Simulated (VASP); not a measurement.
Crystal: Ba3Rh.

```xyz
4
Lattice="4.9727 0.0000 0.0000 0.0000 4.9727 0.0000 0.0000 0.0000 4.9727" Properties=species:S:1:pos:R:3 pbc="T T T"
Ba    0.0000    2.4863    2.4863
Ba    2.4863    0.0000    2.4863
Ba    2.4863    2.4863    0.0000
Rh    0.0000    0.0000    0.0000
```

| Quantity | Value |
| --- | --- |
| Program | VASP 6.6.1 |
| Task | relaxation of cell and atoms |
| Functional | PBE |
| Potentials or basis | VASP PAW PBE potentials, release 64 (Ba_sv, Rh_pv) |
| Cutoff | 600 eV |
| k mesh | 4 × 4 × 4 |
| Occupations | gaussian, width 0.1 eV |
| Spin | no spin polarisation |

At the start: pressure 6.4 GPa; volume 30.74 Å³/atom.

Task: How do energy, volume and symmetry change on relaxing?

Result: Over 4 steps the energy falls by 129.8 meV/atom and the volume is 38.42 Å³/atom (+25.0 %); space group Pm-3m (No. 221, to 0.1 Å) before and after.

The path:
| step | energy change (eV) | largest force (eV/Å) | pressure (GPa) | volume (Å³) |
| --- | --- | --- | --- | --- |
| 1 | 0.0000 | 0.0000 | 6.41 | 122.96 |
| 2 | -0.4945 | 0.0000 | 1.10 | 146.18 |
| 3 | -0.5147 | 0.0000 | -0.43 | 156.93 |
| 4 | -0.5192 | 0.0000 | 0.00 | 153.68 |

Final structure:
```cif
data_structure
_symmetry_space_group_name_H-M 'P 1'
_symmetry_Int_Tables_number 1
_cell_length_a 5.3564
_cell_length_b 5.3564
_cell_length_c 5.3564
_cell_angle_alpha 90.000
_cell_angle_beta 90.000
_cell_angle_gamma 90.000
_cell_volume 153.68
loop_
_atom_site_label
_atom_site_type_symbol
_atom_site_fract_x
_atom_site_fract_y
_atom_site_fract_z
_atom_site_occupancy
Ba1 Ba 0.00000 0.50000 0.50000 1
Ba2 Ba 0.50000 0.00000 0.50000 1
Ba3 Ba 0.50000 0.50000 0.00000 1
Rh1 Rh 0.00000 0.00000 0.00000 1
```

Caveat: the volume moved by over 15 % at a fixed basis, so the end points are rough.
